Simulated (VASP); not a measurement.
# AgH16O8F in VASP: single point with PBE

Aim: the single point of AgH16O8F with PBE.

Everything below comes from runs of VASP 6.6.1. Logs are shortened: lines on timing, memory, paths and dates and some standing lists are left out, and cuts for length are marked.

### Step 1. The cell of the first run

The cell holds a disordered packing, 26 atoms: a = 6.573 Å, b = 6.573 Å, c = 6.573 Å, α = 90.00°, β = 90.00°, γ = 90.00°.

### Step 2. Single point, PBE

Contents of INCAR:

```
ALGO     = Normal         # electronic algorithm
EDIFF    = 1E-6           # SCF threshold, eV
ENCUT    = 520            # plane-wave cutoff, eV
GGA      = PE             # functional
GGA_COMPAT= False        
ISIF     = 2              # what is computed and relaxed
ISMEAR   = -1             # smearing method
LASPH    = True           # aspherical terms in the spheres
LCHARG   = False          # write CHGCAR
LREAL    = Auto         
LWAVE    = False          # write WAVECAR
NBANDS   = 64             # bands
NELM     = 120            # most SCF steps
PREC     = Accurate       # precision mode
SIGMA    = 0.05           # smearing width, eV
```

Contents of KPOINTS:

```
k-points
0
Gamma
  1 1 1
```

Contents of POSCAR:

```
AgH16O8F
1.0
    6.5731380000      0.0000000000      0.0000000000
    0.0000000000      6.5731380000      0.0000000000
    0.0000000000      0.0000000000      6.5731380000
O H Ag F
8 16 1 1
Direct
    0.9038163765      0.7073917549      0.5249890682
    0.2709817211      0.5180612945      0.7012838522
    0.4606245177      0.6997806555      1.0525378962
    0.1614211950      0.0388042557      0.6066924688
    0.7976267430      0.4693075098      0.1517660214
    0.5787613631     -0.0394331881      0.6633386968
    0.8596082856      0.2582016360      0.8046228030
    0.6711988221      1.0731318314      0.2719507777
    0.7720747393      0.7475734339      0.5851606170
    0.8715806132      0.6232680759      0.4050997294
    0.1304177626      0.5592521419      0.6675078038
    0.2648864701      0.3705466147      0.7115607550
    0.5939050647      0.6288905834      1.0722260172
    0.4235364352      0.6754262279      0.9090390209
    0.1921260979      0.0887026399      0.4626166613
    0.0793539558     -0.0836966348      0.5800455874
    0.7472879854      0.3442626612      0.2187736688
    0.8450144423      0.4076335280      0.0200181320
    0.6073908658      0.0133830166      0.5252315310
    0.4287647200     -0.0315330314      0.6692174701
    0.7432726650      0.1665471300      0.7807823644
    0.9752583233      0.1833144169      0.7431924594
    0.5479074648      1.0239890133      0.2033292570
    0.7763805363      0.9725409457      0.2441200982
    0.2858437846      0.4509141414      0.1794417737
    0.2464827494      0.1466986459      0.2510985690
```

Potentials or basis: VASP PAW PBE potentials, release 64 (O, H, Ag_sv_GW, F).

The run is started by

```console
> cat potpaw_PBE.64/O/POTCAR potpaw_PBE.64/H/POTCAR potpaw_PBE.64/Ag_sv_GW/POTCAR potpaw_PBE.64/F/POTCAR > POTCAR
> mpirun -np 1 vasp_gam > vasp.out
```

OUTCAR:

```text
EDIFF = 1E-6
   ENCUT = 520
   GGA = PE
   ISIF = 2
   ISMEAR = -1
   LASPH = True
   LREAL = Auto
   NELM = 120
   PREC = Accurate

 ion  position               nearest neighbor table
   1  0.904  0.707  0.525-  10 0.99   9 0.99
   2  0.271  0.518  0.701-  12 0.97  11 0.99
   3  0.461  0.700  0.053-  14 0.99  13 1.00  25 2.17
   4  0.161  0.039  0.607-  16 0.98  15 1.02
   5  0.798  0.469  0.152-  17 0.99  18 1.01
   6  0.579  0.961  0.663-  20 0.99  19 0.99
   7  0.860  0.258  0.805-  21 0.99  22 0.99
   8  0.671  0.073  0.272-  24 0.97  23 0.98
   9  0.772  0.748  0.585-   1 0.99
  10  0.872  0.623  0.405-   1 0.99
  11  0.130  0.559  0.668-   2 0.99
  12  0.265  0.371  0.712-   2 0.97
  13  0.594  0.629  0.072-   3 1.00
  14  0.424  0.675  0.909-   3 0.99
[... 8 lines left out ...]
  23  0.548  0.024  0.203-   8 0.98
  24  0.776  0.973  0.244-   8 0.97
  25  0.286  0.451  0.179-  26 2.07   3 2.17
  26  0.246  0.147  0.251-  25 2.07

  LATTYP: Found a simple cubic cell.
 ALAT       =     6.5731380000

  Lattice vectors:

 A1 = (   6.5731380000,   0.0000000000,   0.0000000000)
 A2 = (   0.0000000000,   6.5731380000,   0.0000000000)
 A3 = (   0.0000000000,   0.0000000000,   6.5731380000)

Analysis of symmetry for initial positions (statically):
=====================================================================
 Subroutine PRICEL returns:
 Original cell was already a primitive cell.

 Routine SETGRP: Setting up the symmetry group for a
 simple cubic supercell.

 Subroutine GETGRP returns: Found  1 space group operations
 (whereof  1 operations were pure point group operations)
 out of a pool of 48 trial point group operations.

The static configuration has the point symmetry C_1 .

Analysis of symmetry for dynamics (positions and initial velocities):
=====================================================================
 Subroutine PRICEL returns:
 Original cell was already a primitive cell.

 Routine SETGRP: Setting up the symmetry group for a
 simple cubic supercell.

 Subroutine GETGRP returns: Found  1 space group operations
 (whereof  1 operations were pure point group operations)
 out of a pool of 48 trial point group operations.

The dynamic configuration has the point symmetry C_1 .

 Subroutine INISYM returns: Found  1 space group operations
 (whereof  1 operations are pure point group operations),
 and found     1 'primitive' translations

----------------------------------------------------------------------------------------

                                     Primitive cell

  volume of cell :     283.9999

  direct lattice vectors                    reciprocal lattice vectors
     6.573138000  0.000000000  0.000000000     0.152134338  0.000000000  0.000000000
     0.000000000  6.573138000  0.000000000     0.000000000  0.152134338  0.000000000
     0.000000000  0.000000000  6.573138000     0.000000000  0.000000000  0.152134338

  length of vectors
     6.573138000  6.573138000  6.573138000     0.152134338  0.152134338  0.152134338

  position of ions in fractional coordinates (direct lattice)
     0.903816377  0.707391755  0.524989068
     0.270981721  0.518061295  0.701283852
     0.460624518  0.699780655  0.052537896
     0.161421195  0.038804256  0.606692469
     0.797626743  0.469307510  0.151766021
     0.578761363  0.960566812  0.663338697
[... 18 lines left out ...]
     0.285843785  0.450914141  0.179441774
     0.246482749  0.146698646  0.251098569

  ion indices of the primitive-cell ions
   primitive index   ion index
                 1           1
                 2           2
                 3           3
                 4           4
                 5           5
                 6           6
[... 18 lines left out ...]
                25          25
                26          26

----------------------------------------------------------------------------------------

 KPOINTS: k-points

Automatic generation of k-mesh.
 Grid dimensions read from file:
 generate k-points for:    1    1    1

 Generating k-lattice:

  Cartesian coordinates                     Fractional coordinates (reciprocal lattice)
     0.152134338  0.000000000  0.000000000     1.000000000  0.000000000  0.000000000
     0.000000000  0.152134338  0.000000000     0.000000000  1.000000000  0.000000000
     0.000000000  0.000000000  0.152134338     0.000000000  0.000000000  1.000000000

  Length of vectors
     0.152134338  0.152134338  0.152134338

  Shift w.r.t. Gamma in fractional coordinates (k-lattice)
     0.000000000  0.000000000  0.000000000

 Subroutine IBZKPT returns following result:
 ===========================================

 Found      1 irreducible k-points:

 Following reciprocal coordinates:
            Coordinates               Weight
  0.000000  0.000000  0.000000      1.000000
   k-points           NKPTS =      1   k-points in BZ     NKDIM =      1   number of bands    NBANDS=     64
   number of dos      NEDOS =    301   number of ions     NIONS =     26
   total plane-waves  NPLWV = 125000
   dimension x,y,z NGX =    50 NGY =   50 NGZ =   50
   dimension x,y,z NGXF=   100 NGYF=  100 NGZF=  100
   ions per type =               8  16   1   1
   NGX,Y,Z   is equivalent  to a cutoff of  12.65, 12.65, 12.65 a.u.
   NGXF,Y,Z  is equivalent  to a cutoff of  25.29, 25.29, 25.29 a.u.
 SYSTEM =  unknown system
   PREC   = accura    normal or accurate (medium, high low for compatibility)
   ISTART =      0    job   : 0-new  1-cont  2-samecut
   ICHARG =      2    charge: 1-file 2-atom 10-const
   ISPIN  =      1    spin polarized calculation?
   LNONCOLLINEAR =      F non collinear calculations
   LSORBIT =      F    spin-orbit coupling
   LASPH  =      T    aspherical Exc in radial PAW
   ENCUT  =  520.0 eV  38.22 Ry    6.18 a.u.  12.22 12.22 12.22*2*pi/ulx,y,z
   NELM   =    120;   NELMIN=  2; NELMDL= -5     # of ELM steps
   EDIFF  = 0.1E-05   stopping-criterion for ELM
   LREAL  =      T    real-space projection
   EDIFFG = 0.1E-04   stopping-criterion for IOM
   NSW    =      0    number of steps for IOM
   IBRION =     -1    ionic relax: 0-MD 1-quasi-New 2-CG
   NFREE  =      0    steps in history (QN), initial steepest desc. (CG)
   ISIF   =      2    stress and relaxation
   ISYM   =      2    0-nonsym 1-usesym 2-fastsym
   POTIM  = 0.5000    time-step for ionic-motion
   TEBEG  =    0.0;   TEEND  =   0.0 temperature during run
   PSTRESS=    0.0 pullay stress
   NELECT =      90.0000    total number of electrons
   NUPDOWN=      -1.0000    fix difference up-down
   EMIN   =  10.00;   EMAX   =-10.00  energy-range for DOS
   EFERMI =   0.00;   METHOD = LEGACY
   ISMEAR =    -1;   SIGMA  =   0.05  broadening in eV -4-tet -1-fermi 0-gaus
   EFERMI_NEDOS =   21; number of points for ismear=-14 and -15
   IALGO  =     38    algorithm
   IMIX   =      4    mixing-type and parameters
     AMIX     =   0.40;   BMIX     =  1.00
     AMIX_MAG =   1.60;   BMIX_MAG =  1.00
  volume/ion in A,a.u.               =      10.92        73.71
  Fermi-wavevector in a.u.,A,eV,Ry     =   1.116134  2.109187 16.949520  1.245755
  Thomas-Fermi vector in A             =   2.252745
   LORBIT       =      0    0 simple, 1 ext, 2 COOP (PROOUT), +10 PAW based schemes
   GGA     = PE    functional components
   LHFCALC =     F    Hartree Fock is set to
   AEXX    =    0.0000 exact exchange contribution
   IVDW    =     0    specifies the selected vdW correction
   LEPSILON=     F    determine dielectric tensor
   LRPA    =     F    only Hartree local field effects (RPA)
 non-spin polarized calculation
  energy-cutoff  :      520.00
  volume of cell :      284.00
 maximum number of plane-waves:      3845
 NGX is ok and might be reduce to    50
   NGX = 25   NGY = 25   NGZ = 25

 number of electron      90.0000004 magnetization

 Free energy of the ion-electron system (eV)
  ---------------------------------------------------
  ext. energy  EPLUGINS =         0.00000000
  ---------------------------------------------------
  free energy    TOTEN  =      -121.51904114 eV

  energy without entropy =     -121.51904114  energy(sigma->0) =     -121.51904114

 E-fermi :  -1.3778     XC(G=0):  -7.0451

 val. band max:       -2.7628927789   @ k =   0.0000   0.0000   0.0000
 cond. band min:       0.7183008496   @ k =   0.0000   0.0000   0.0000
 fundamental gap:      3.4811936285
 Fermi energy:        -1.3777872420

 k-point     1 :       0.0000    0.0000    0.0000
  band No.  band energies     occupation
      1     -91.5820      2.00000
      2     -55.1405      2.00000
      3     -55.0794      2.00000
      4     -55.0720      2.00000
      5     -23.1945      2.00000
      6     -22.5485      2.00000
[... 49 lines left out ...]
     56       6.9495      0.00000
     57       7.1300      0.00000
 [bands above 57 left out]

------------------------ aborting loop because EDIFF is reached ----------------------------------------

  FORCE on cell =-STRESS in cart. coord.  units (eV):
  Direction    XX          YY          ZZ          XY          YZ          ZX
  --------------------------------------------------------------------------------------
  -------------------------------------------------------------------------------------
  Total       -0.9812363     -0.3007234     -0.6180963      0.7626114     -1.7399875     -0.9455766
  in kB       -5.5356156     -1.6965221     -3.4869721      4.3022499     -9.8160886     -5.3344424
  external PRESSURE =      -3.5730366 kB  Pullay stress =       0.0000000 kB

 VOLUME and BASIS-vectors are now :
 -----------------------------------------------------------------------------
  energy-cutoff  :      520.00
  volume of cell :      284.00
      direct lattice vectors                 reciprocal lattice vectors
     6.573138000  0.000000000  0.000000000     0.152134338  0.000000000  0.000000000
     0.000000000  6.573138000  0.000000000     0.000000000  0.152134338  0.000000000
     0.000000000  0.000000000  6.573138000     0.000000000  0.000000000  0.152134338

 POSITION                                       TOTAL-FORCE (eV/Angst)
 -----------------------------------------------------------------------------------
      5.94091      4.64978      3.45083        -0.131132     -0.107588     -0.086000
      1.78120      3.40529      4.60964        -0.114152      0.040818      0.021533
      3.02775      4.59975      0.34534         0.076131      0.122221     -0.063727
      1.06104      0.25507      3.98787         0.014387      0.032975     -0.104382
      5.24291      3.08482      0.99758         0.018333     -0.053799     -0.031897
      3.80428      6.31394      4.36022         0.079322     -0.038891      0.056139
[... 18 lines left out ...]
      1.87889      2.96392      1.17950        -0.002187     -0.143366      0.066406
      1.62017      0.96427      1.65051        -0.062246      0.006684     -0.029384
 -----------------------------------------------------------------------------------
    total drift:                                0.007535     -0.001237      0.008201

  FREE ENERGIE OF THE ION-ELECTRON SYSTEM (eV)
  ---------------------------------------------------
  free  energy   TOTEN  =      -121.5190411434 eV

  energy  without entropy=     -121.5190411434  energy(sigma->0) =     -121.51904114
```

Wall time 43 s (1 thread of Intel Xeon Platinum 8375C at 2.90GHz (Ice Lake), shared host); peak memory 0.35 GiB.

Results:

```yaml
Free_energy: -121.5190 eV
Pressure: -0.4 GPa
Largest_force: 0.190 eV/Å
```

Forces in eV/Å, atoms in the order of the input:
```
O   -0.131 -0.108 -0.086
O   -0.114  0.041  0.022
O    0.076  0.122 -0.064
O    0.014  0.033 -0.104
O    0.018 -0.054 -0.032
O    0.079 -0.039  0.056
O   -0.048  0.028  0.098
O    0.008 -0.119  0.046
H    0.044  0.014  0.046
H    0.122  0.054  0.053
H    0.100  0.021 -0.021
H    0.044 -0.065 -0.021
H    0.072 -0.057  0.051
H   -0.054  0.027 -0.080
H    0.001  0.028  0.101
H   -0.018 -0.051  0.040
H   -0.051 -0.022  0.080
H    0.021  0.012 -0.102
H    0.042  0.038 -0.104
H   -0.153 -0.012  0.053
H   -0.065 -0.006  0.007
H    0.103  0.003 -0.033
H   -0.097  0.123  0.025
H    0.049  0.126 -0.070
Ag  -0.002 -0.143  0.066
F   -0.062  0.007 -0.029
```

Levels at points of the mesh, in eV from the Fermi level:
```csv
k point,band 43,band 44,band 45,band 46,band 47,band 48
"(0.00, 0.00, 0.00)",-1.86,-1.63,-1.39,2.10,4.82,5.56
```

Caveat: the k points lie up to 0.96 Å⁻¹ apart, too coarse for converged energies, forces and pressures.
